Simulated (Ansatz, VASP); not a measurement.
## Ga2As3: VASP beside Ansatz

```
Ga As
1.0
    -1.90000    5.60000    2.65000
     1.90000   -5.60000    2.65000
     1.90000    5.60000   -2.65000
Ga As
2 3
Direct
  0.33333 0.00000 0.33333
  0.66667 0.00000 0.66667
  0.41667 0.25000 0.16667
  0.08333 0.25000 0.83333
  0.75000 0.25000 0.50000
```

Change from the starting cell: built by hand: Ordered-vacancy zincblende (Ga2Se3-related, Imm2) (Imm2, No. 44).

Alike in both runs: task relaxation of cell and atoms; functional PBE; k mesh 5 × 5 × 5; occupations gaussian, width 0.2 eV; no spin polarisation.

```csv
,VASP,Ansatz
version,VASP 6.6.1,Ansatz 0.2.0
potentials or method,"VASP PAW PBE potentials, release 64 (Ga_d, As), cutoff 600 eV","scalar-relativistic, plane waves, PAW"
valence electrons in the cell,41,71
```

|  | VASP | Ansatz | Ansatz less VASP |
| --- | --- | --- | --- |
| gap on the k mesh at the Fermi level, each at its own relaxed structure (eV) | none | none | - |
| relaxed volume (Å³/atom) | 22.74 | 22.22 | -0.514 |
| relaxed cell length with the largest relative difference (Å) | 6.242 | 6.721 | +0.4785 |

A gap of «none» marks a metal or a gap that the smearing closes. One of these differences is far larger than is usual between the two programs; its cause wasn't traced. VASP's potentials hold 41 valence electrons a cell and Ansatz's 71, so a difference there can come from the potentials and not from the codes.

The k mesh is coarse, so the values compare programs but aren't converged.
